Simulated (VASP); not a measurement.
Write the native input for VASP 6.6.1 that does the following.

```
Task                   : single point
Functional             : r2SCAN
Potentials or basis    : VASP PAW PBE potentials, release 64 (Hg, Te)
Cutoff                 : 520 eV
k mesh                 : 2 × 2 × 2
Occupations            : fermi-dirac, width 0.052 eV
Spin                   : no spin polarisation
Dipole correction      : no
Further INCAR settings : LREAL = Auto; ALGO = Normal; EDIFF = 1e-07; NBANDS = 86
```

The system is HgTe.

```xyz
16
Lattice="0.0000 6.5781 6.5781 6.5781 0.0000 6.5781 6.5781 6.5781 0.0000" Properties=species:S:1:pos:R:3 pbc="T T T"
Hg   -0.0004    0.0101    0.0079
Hg    3.2800    3.2722   -0.0055
Hg    3.2821    0.0070    3.2857
Hg    6.5908    3.3045    3.3088
Hg    0.0013    3.2802    3.2954
Hg    3.2942    6.5737    3.2758
Hg    3.2865    3.2841    6.5696
Hg    6.5798    6.5899    6.5821
Te    1.6489    1.6577    1.6454
Te    4.9378    4.9173    1.6451
Te    4.9515    1.6252    4.9342
Te    8.2192    4.9343    4.9261
Te    1.6333    4.9315    4.9453
Te    4.9329    8.2255    4.9147
Te    4.9246    4.9237    8.2148
Te    8.2269    8.2456    8.2368
```

The input as run:

POSCAR

```
HgTe
1.0
    0.0000000000      6.5780760000      6.5780760000
    6.5780760000      0.0000000000      6.5780760000
    6.5780760000      6.5780760000      0.0000000000
Hg Te
8 8
Direct
    0.0014002575     -0.0002021868      0.0001363621
   -0.0010136703      0.0001834883      0.4984465062
    0.0008050226      0.4986930069      0.0002569900
    0.0017105306      0.5012914110      0.5006397007
    0.4997111617      0.0012575106     -0.0010545637
    0.4982729753     -0.0002820734      0.5010626968
    0.4991767350      0.4995321580      0.0000794305
    0.5010656611      0.4995439396      0.5007254401
    0.1257387418      0.1243957960      0.1262664037
    0.1234938605      0.1266003920      0.6240390047
    0.1222155992      0.6278810856      0.1248517804
    0.1247408817      0.6241241360      0.6253661405
    0.6265893705      0.1251994504      0.1231015726
    0.6238439629      0.1232939540      0.6266048006
    0.6243400046      0.6244683096      0.1241667016
    0.6274948024      0.6246629714      0.6259961879
```

INCAR.step1

```
PREC = Accurate
ENCUT = 520
ISMEAR = -1
SIGMA = 0.052
LREAL = Auto
LASPH = T
NELM = 60
NBANDS = 86
GGA = PE
ALGO = Normal
EDIFF = 1E-4
LWAVE = T
LCHARG = F
```

INCAR.step2

```
PREC = Accurate
ENCUT = 520
EDIFF = 1E-7
ISMEAR = -1
SIGMA = 0.052
LREAL = Auto
LASPH = T
NELM = 60
ALGO = Normal
ISIF = 2
LWAVE = F
LCHARG = F
METAGGA = R2SCAN
LMIXTAU = T
NBANDS = 86
ISTART = 1
```

KPOINTS

```
regular mesh
0
Gamma
  2 2 2
```

Potentials or basis: VASP PAW PBE potentials, release 64 (Hg, Te).

The run is started by

```console
$ cat potpaw_PBE.64/Hg/POTCAR potpaw_PBE.64/Te/POTCAR > POTCAR
$ cp INCAR.step1 INCAR
$ mpirun -np 1 vasp_std > vasp.out
$ cp INCAR.step2 INCAR
$ mpirun -np 1 vasp_std > vasp.out
```

Results of the run:

```
Pressure               : 0.4 GPa
Largest force          : 0.149 eV/Å
Band gap on the k mesh : zero (filled and empty bands touch)
```

Caveat: the k points lie up to 0.41 Å⁻¹ apart; the atoms stand as in a frame of molecular dynamics; semilocal functionals underestimate gaps, so a narrow gap can read as zero; the PAW data sets were made with another functional, which shifts forces and pressure a little; spin-orbit coupling is left out, which moves the levels of the heavy elements.

Wall time 72 min on 1 thread of Intel Xeon 8259CL, with other jobs on the host, peak memory 0.92 GiB.
